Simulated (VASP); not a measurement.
A run of VASP 6.6.1:

File INCAR:

```
PREC = Accurate ; ENCUT = 520
EDIFF = 1E-6 ; ISMEAR = 0
SIGMA = 0.2 ; LREAL = False
LASPH = True ; NELM = 80
ALGO = Fast ; ISIF = 2
LWAVE = False ; LCHARG = False
GGA = PE ; NBANDS = 96
KPAR = 4
```

File KPOINTS:

```
regular mesh
0
Gamma
  6 6 4
```

File POSCAR:

```
MoRu5
1.0
   -0.0000697747     -0.0001193203      4.3291922425
    4.7472786299      0.0000274796     -0.0002828112
    0.0000298534      8.2266816317      0.0001385451
Mo Ru
2 10
Direct
    0.0000735322      0.0000146756      0.0000467117
   -0.0000664916      0.5001159325      0.4999673995
   -0.0000284099      0.0000667547      0.3332979637
    0.0000120277      0.5000267887      0.8332450929
    0.0000957894      0.4999636655      0.1667187767
   -0.0001297493      1.0000758294      0.6667870361
    0.4998856579      0.3307741873      0.3308538231
    0.5000779495      0.8307580934      0.8308696950
    0.4998877910      0.8383195820      0.4999828670
    0.5001954931      0.3383655456      0.9999813653
    0.5001200547      0.8307156540      0.1691662166
    0.4998763551      0.3308032912      0.6690830524
```

Potentials or basis: VASP PAW PBE potentials, release 64 (Mo_sv, Ru_pv).

Launch:

```sh
$ cat potpaw_PBE.64/Mo_sv/POTCAR potpaw_PBE.64/Ru_pv/POTCAR > POTCAR
$ mpirun -np 4 vasp_std > vasp.out
```

Hardware: 4 MPI ranks on Intel(R) Xeon(R) Platinum 8259CL CPU @ 2.50GHz (Skylake/Cascade Lake), on a shared host.

Question: Estimate the wall time of this run.

Answer: Wall time 7.9 min on 4 MPI ranks on Intel(R) Xeon(R) Platinum 8259CL CPU @ 2.50GHz (Skylake/Cascade Lake), on a shared host, peak memory 0.85 GiB a rank. Counts: scf iterations 20, k points 76.
